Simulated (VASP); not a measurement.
Here is a VASP 6.6.1 calculation.

File INCAR:

```
PREC = Accurate
ENCUT = 520
EDIFF = 1E-7
ISMEAR = 0
SIGMA = 0.1
LREAL = False
LASPH = True
NELM = 150
ALGO = Normal
ISIF = 2
LWAVE = False
LCHARG = True
ISPIN = 2
MAGMOM = 0 0 0 0.82
LORBIT = 11
LMAXMIX = 4
GGA = PE
LELF = True
LVHAR = True
NBANDS = 38
```

File KPOINTS:

```
regular mesh
0
Gamma
  6 6 6
```

File POSCAR:

```
CoSn3
1.0
    0.0000000000      3.5424303960      3.5424303960
    3.5424303960      0.0000000000      3.5424303960
    3.5424303960      3.5424303960      0.0000000000
Sn Co
3 1
Direct
    0.2500000000      0.2500000000      0.2500000000
    0.7500000000      0.7500000000      0.7500000000
    0.5000000000      0.5000000000      0.5000000000
    0.0000000000      0.0000000000      0.0000000000
```

Potentials or basis: VASP PAW PBE potentials, release 64 (Sn_d, Co).

Run with:

```sh
$ cat potpaw_PBE.64/Sn_d/POTCAR potpaw_PBE.64/Co/POTCAR > POTCAR
$ mpirun -np 1 vasp_std > vasp.out
```

Problem. Estimate the net moment.

Solution. 1.06 μB per cell.

Problem. Predict the site moments.

Solution. Sn -0.03, -0.00 (each value once); Co +1.28 μB.

Problem. What does it give for the pressure?

Solution. 0.3 GPa.
